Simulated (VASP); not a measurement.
# InSb (Pmmn) in VASP: a series of runs, part 2 of 2

VASP 6.6.1.

## Step 4: Electric field gradients, PBE (23.67 Å³/atom)

This run uses another cell than the first one, of 23.67 Å³/atom.

INCAR

```
  PREC = Accurate
  ENCUT = 520
  EDIFF = 1E-8
  ISMEAR = -1
  SIGMA = 0.08
  LREAL = False
  LASPH = True
  NELM = 80
  ALGO = Normal
  ISIF = 2
  LWAVE = False
  LCHARG = False
  GGA = PE
  LEFG = True
  NBANDS = 26
```

KPOINTS

```
Automatic mesh
0
Gamma
  6 6 11
```

POSCAR

```
InSb
1.0
    5.3747974729      0.0000000000      0.0000000000
    0.0000000000      5.7309768836      0.0000000000
    0.0000000000      0.0000000000      3.0731761545
In Sb
2 2
Direct
    0.0000000000      0.0000000000      0.0000000000
    0.5000000000      0.5000000000      0.0000000000
    0.5000000000      0.0000000000      0.8350000000
    0.0000000000      0.5000000000      0.1650000000
```

Potentials or basis: VASP PAW PBE potentials, release 64 (In_d, Sb).

Launch:

```console
$ cat potpaw_PBE.64/In_d/POTCAR potpaw_PBE.64/Sb/POTCAR > POTCAR
$ mpirun -np 1 vasp_std > vasp.out
```

OUTCAR:

```text
PREC = Accurate
   ENCUT = 520
   EDIFF = 1E-8
   ISMEAR = -1
   LREAL = False
   LASPH = True
   NELM = 80
   ISIF = 2
   GGA = PE

 ion  position               nearest neighbor table
   1  0.000  0.000  0.000-   3 2.73   3 2.73   4 2.91   4 2.91   3 3.72   3 3.72   4 3.85   4 3.85
                             2 3.93   2 3.93   2 3.93   2 3.93
   2  0.500  0.500  0.000-   4 2.73   4 2.73   3 2.91   3 2.91   4 3.72   4 3.72   3 3.85   3 3.85
                             1 3.93   1 3.93   1 3.93   1 3.93
   3  0.500  0.000  0.835-   1 2.73   1 2.73   2 2.91   2 2.91   1 3.72   1 3.72   2 3.85   2 3.85

   4  0.000  0.500  0.165-   2 2.73   2 2.73   1 2.91   1 2.91   2 3.72   2 3.72   1 3.85   1 3.85

  LATTYP: Found a simple orthorhombic cell.
 ALAT       =     3.0731761545
 B/A-ratio  =     1.7489389487
 C/A-ratio  =     1.8648383937

  Lattice vectors:

 A1 = (   0.0000000000,   0.0000000000,   3.0731761545)
 A2 = (   5.3747974729,   0.0000000000,   0.0000000000)
 A3 = (   0.0000000000,   5.7309768836,   0.0000000000)

Analysis of symmetry for initial positions (statically):
=====================================================================
 Subroutine PRICEL returns:
 Original cell was already a primitive cell.

 Routine SETGRP: Setting up the symmetry group for a
 simple orthorhombic supercell.

 Subroutine GETGRP returns: Found  8 space group operations
 (whereof  4 operations were pure point group operations)
 out of a pool of  8 trial point group operations.

The static configuration has the point symmetry C_2v.
 The point group associated with its full space group is D_2h.

Analysis of symmetry for dynamics (positions and initial velocities):
[... 872 lines left out ...]
  Direction    XX          YY          ZZ          XY          YZ          ZX
  --------------------------------------------------------------------------------------
  -------------------------------------------------------------------------------------
  Total       16.7755042      8.0225401      4.7609188      0.0000000      0.0000000      0.0000000
  in kB      283.9278201    135.7826455     80.5792351      0.0000000      0.0000000      0.0000000
  external PRESSURE =     166.7632335 kB  Pullay stress =       0.0000000 kB

 VOLUME and BASIS-vectors are now :
 -----------------------------------------------------------------------------
  energy-cutoff  :      520.00
  volume of cell :       94.66
      direct lattice vectors                 reciprocal lattice vectors
     5.374797473  0.000000000  0.000000000     0.186053522  0.000000000  0.000000000
     0.000000000  5.730976884  0.000000000     0.000000000  0.174490322  0.000000000
     0.000000000  0.000000000  3.073176155     0.000000000  0.000000000  0.325396251

 POSITION                                       TOTAL-FORCE (eV/Angst)
 -----------------------------------------------------------------------------------
      0.00000      0.00000      0.00000         0.000000      0.000000      0.266103
      2.68740      2.86549      0.00000         0.000000      0.000000     -0.266103
      2.68740      0.00000      2.56610         0.000000      0.000000     -0.732064
      0.00000      2.86549      0.50707         0.000000      0.000000      0.732064
 -----------------------------------------------------------------------------------
    total drift:                               -0.000000      0.000000     -0.000000

  FREE ENERGIE OF THE ION-ELECTRON SYSTEM (eV)
  ---------------------------------------------------
  free  energy   TOTEN  =       -12.2415975217 eV

  energy  without entropy=      -12.2115676266  energy(sigma->0) =      -12.22658257

 Electric field gradients (V/A^2)
---------------------------------------------------------------------
 ion       V_xx      V_yy      V_zz      V_xy      V_xz      V_yz
---------------------------------------------------------------------
   1     -81.807    12.849    68.958    -0.000     0.000    -0.000
   2     -81.807    12.849    68.958    -0.000    -0.000    -0.000
   3     -82.500   -74.221   156.721     0.000     0.000    -0.000
   4     -82.500   -74.221   156.721     0.000     0.000    -0.000
---------------------------------------------------------------------

 Electric field gradients after diagonalization (V/A^2)
 (convention: |V_zz| > |V_xx| > |V_yy|)
----------------------------------------------------------------------
 ion       V_xx      V_yy      V_zz     asymmetry (V_yy - V_xx)/ V_zz
----------------------------------------------------------------------
   1      68.958    12.849   -81.807       0.686
   2      68.958    12.849   -81.807       0.686
   3     -82.500   -74.221   156.721       0.053
   4     -82.500   -74.221   156.721       0.053
----------------------------------------------------------------------

           NMR quadrupolar parameters

 Cq : quadrupolar parameter    Cq=e*Q*V_zz/h
 eta: asymmetry parameters     (V_yy - V_xx)/ V_zz
 Q  : nuclear electric quadrupole moment in mb (millibarn)
----------------------------------------------------------------------
 ion       Cq(MHz)       eta       Q (mb)
----------------------------------------------------------------------
   1      -0.198       0.686       1.000
   2      -0.198       0.686       1.000
   3       0.379       0.053       1.000
   4       0.379       0.053       1.000
----------------------------------------------------------------------
```

Run time: 3.4 min. Hardware: 1 thread of Intel Xeon Platinum 8488C (Sapphire Rapids), shared host; peak memory 0.35 GiB.

What came out:

| Property | Result |
| --- | --- |
| Free energy | -12.2416 eV |
| Pressure | 16.7 GPa |
| Largest force | 0.732 eV/Å |
| Band gap on the k mesh | zero (bands 18 and 19 overlap by 3.30 eV) |
| Largest electric field gradient by atom | In -81.8; Sb +156.7 V/Å² |

Forces in eV/Å, atoms in the order of the input:
```
In   0.000  0.000  0.266
In   0.000  0.000 -0.266
Sb   0.000  0.000 -0.732
Sb   0.000  0.000  0.732
```

Electric field gradients, principal values (V/Å²):
| atom | least | middle | greatest (by size) |
| --- | --- | --- | --- |
| 1 In | 12.849 | 68.958 | -81.807 |
| 2 In | 12.849 | 68.958 | -81.807 |
| 3 Sb | -74.221 | -82.500 | 156.721 |
| 4 Sb | -74.221 | -82.500 | 156.721 |

Caveat: the cell stands under pressure; without QUAD_EFG the Cq values of the log hold for a quadrupole moment of 1 mb, not for the nuclei; spin-orbit coupling is left out, which moves the levels of the heavy elements.

## Step 5: Electric field gradients, PBE (23.67 Å³/atom)

This run uses another cell than the first one, of 23.67 Å³/atom.

INCAR

```
SYSTEM = InSb
ALGO     = Normal         ! electronic algorithm
EDIFF    = 1E-8           ! SCF threshold, eV
ENCUT    = 520            ! plane-wave cutoff, eV
GGA      = PE             ! functional
ISIF     = 2              ! what is computed and relaxed
ISMEAR   = -1             ! smearing method
LASPH    = .True.         ! aspherical terms in the spheres
LCHARG   = .False.        ! write CHGCAR
LEFG     = .True.       
LREAL    = .False.        ! projectors in reciprocal space
LWAVE    = .False.        ! write WAVECAR
NBANDS   = 26             ! bands
NELM     = 80             ! most SCF steps
PREC     = Accurate       ! precision mode
SIGMA    = 0.08           ! smearing width, eV
```

KPOINTS

```
k-points
0
Gamma
  6 6 11
  0 0 0
```

POSCAR is that of step 4.

Potentials or basis: VASP PAW PBE potentials, release 64 (In_d, Sb).

Launch:

```console
$ cat potpaw_PBE.64/In_d/POTCAR potpaw_PBE.64/Sb/POTCAR > POTCAR
$ mpirun -np 1 vasp_std > vasp.out
```

OUTCAR:

```text
SYSTEM = InSb
   EDIFF = 1E-8
   ENCUT = 520
   GGA = PE
   ISIF = 2
   ISMEAR = -1
   LASPH = .True.
   LREAL = .False.
   NELM = 80
   PREC = Accurate

 ion  position               nearest neighbor table
   1  0.000  0.000  0.000-   3 2.73   3 2.73   4 2.91   4 2.91   3 3.72   3 3.72   4 3.85   4 3.85
                             2 3.93   2 3.93   2 3.93   2 3.93
   2  0.500  0.500  0.000-   4 2.73   4 2.73   3 2.91   3 2.91   4 3.72   4 3.72   3 3.85   3 3.85
                             1 3.93   1 3.93   1 3.93   1 3.93
   3  0.500  0.000  0.835-   1 2.73   1 2.73   2 2.91   2 2.91   1 3.72   1 3.72   2 3.85   2 3.85

   4  0.000  0.500  0.165-   2 2.73   2 2.73   1 2.91   1 2.91   2 3.72   2 3.72   1 3.85   1 3.85

  LATTYP: Found a simple orthorhombic cell.
 ALAT       =     3.0731761545
 B/A-ratio  =     1.7489389487
 C/A-ratio  =     1.8648383937

  Lattice vectors:

 A1 = (   0.0000000000,   0.0000000000,   3.0731761545)
 A2 = (   5.3747974729,   0.0000000000,   0.0000000000)
 A3 = (   0.0000000000,   5.7309768836,   0.0000000000)

Analysis of symmetry for initial positions (statically):
[... 907 lines left out ...]
      2.68740      0.00000      2.56610         0.000000      0.000000     -0.732064
      0.00000      2.86549      0.50707         0.000000      0.000000      0.732064
 -----------------------------------------------------------------------------------
    total drift:                               -0.000000      0.000000     -0.000000

  FREE ENERGIE OF THE ION-ELECTRON SYSTEM (eV)
  ---------------------------------------------------
  free  energy   TOTEN  =       -12.2415975217 eV

  energy  without entropy=      -12.2115676266  energy(sigma->0) =      -12.22658257

 Electric field gradients (V/A^2)
---------------------------------------------------------------------
 ion       V_xx      V_yy      V_zz      V_xy      V_xz      V_yz
---------------------------------------------------------------------
   1     -81.807    12.849    68.958    -0.000     0.000    -0.000
   2     -81.807    12.849    68.958    -0.000    -0.000    -0.000
   3     -82.500   -74.221   156.721     0.000     0.000    -0.000
   4     -82.500   -74.221   156.721     0.000     0.000    -0.000
---------------------------------------------------------------------

 Electric field gradients after diagonalization (V/A^2)
 (convention: |V_zz| > |V_xx| > |V_yy|)
----------------------------------------------------------------------
 ion       V_xx      V_yy      V_zz     asymmetry (V_yy - V_xx)/ V_zz
----------------------------------------------------------------------
   1      68.958    12.849   -81.807       0.686
   2      68.958    12.849   -81.807       0.686
   3     -82.500   -74.221   156.721       0.053
   4     -82.500   -74.221   156.721       0.053
----------------------------------------------------------------------

           NMR quadrupolar parameters

 Cq : quadrupolar parameter    Cq=e*Q*V_zz/h
 eta: asymmetry parameters     (V_yy - V_xx)/ V_zz
 Q  : nuclear electric quadrupole moment in mb (millibarn)
----------------------------------------------------------------------
 ion       Cq(MHz)       eta       Q (mb)
----------------------------------------------------------------------
   1      -0.198       0.686       1.000
   2      -0.198       0.686       1.000
   3       0.379       0.053       1.000
   4       0.379       0.053       1.000
----------------------------------------------------------------------
```

It took 3.4 min on 1 thread of Intel Xeon Platinum 8488C (Sapphire Rapids), shared host; peak memory 0.35 GiB.

What came out:

* Free energy: -12.2416 eV
* Pressure: 16.7 GPa
* Largest force: 0.732 eV/Å
* Band gap on the k mesh: zero (bands 18 and 19 overlap by 3.30 eV)
* Largest electric field gradient by atom: In -81.8; Sb +156.7 V/Å²

Forces on the atoms (eV/Å):
```
In   0.000  0.000  0.266
In   0.000  0.000 -0.266
Sb   0.000  0.000 -0.732
Sb   0.000  0.000  0.732
```

Electric field gradients, principal values (V/Å²):
```tsv
atom	least	middle	greatest (by size)
1 In	12.849	68.958	-81.807
2 In	12.849	68.958	-81.807
3 Sb	-74.221	-82.500	156.721
4 Sb	-74.221	-82.500	156.721
```

Caveat: the cell stands under pressure; without QUAD_EFG the Cq values of the log hold for a quadrupole moment of 1 mb, not for the nuclei; spin-orbit coupling is left out, which moves the levels of the heavy elements.
